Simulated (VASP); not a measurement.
Set up this calculation in VASP 6.6.1, as the native input.

```yaml
Task: electric field gradients
Functional: PBE
Potentials_or_basis: VASP PAW PBE potentials, release 64 (Li_sv)
Cutoff: 520 eV
k_mesh: 12 × 12 × 12
Occupations: fermi-dirac, width 0.05 eV
Spin: no spin polarisation
Dipole_correction: no
Further_INCAR_settings: ALGO = Normal; EDIFF = 1e-08; NBANDS = 12
```

The structure of Li lies in POSCAR:

```
Li
1.0
    1.5504989657      0.8951809952      7.6641830000
   -1.5504989657      0.8951809952      7.6641830000
    0.0000000000     -1.7903619905      7.6641830000
Li
3
Direct
    0.0000000000      0.0000000000      0.0000000000
    0.2220000000      0.2220000000      0.2220000000
    0.7780000000      0.7780000000      0.7780000000
```

This cell differs from its parent crystal: zz strain of +1 %.

These files were run (other wordings do the same):

INCAR

```
SYSTEM = Li
PREC = Accurate
ENCUT = 520
EDIFF = 1E-8
ISMEAR = -1
SIGMA = 0.05
LREAL = .FALSE.
LASPH = .TRUE.
NELM = 100
ALGO = Normal
ISIF = 2
LWAVE = .FALSE.
LCHARG = .FALSE.
GGA = PE
LEFG = .TRUE.
NBANDS = 12
```

KPOINTS

```
Automatic mesh
0
G
  12 12 12
  0 0 0
```

Potentials or basis: VASP PAW PBE potentials, release 64 (Li_sv).

Run with:

```bash
$ cat potpaw_PBE.64/Li_sv/POTCAR > POTCAR
$ mpirun -np 1 vasp_std > vasp.out
```

It gave:

```json
{
  "Largest force": "0.009 eV/Å",
  "Band gap on the k mesh": "zero (an odd number of electrons rules out a gap without spin polarisation)",
  "Largest electric field gradient by atom": "zero within the noise of the run"
}
```

Caveat: the cell differs from its parent crystal (zz strain of +1 %).

Run time: 11 min on 1 thread of AMD EPYC 7R13 Processor (Zen 3), on a shared host, peak memory 0.47 GiB.
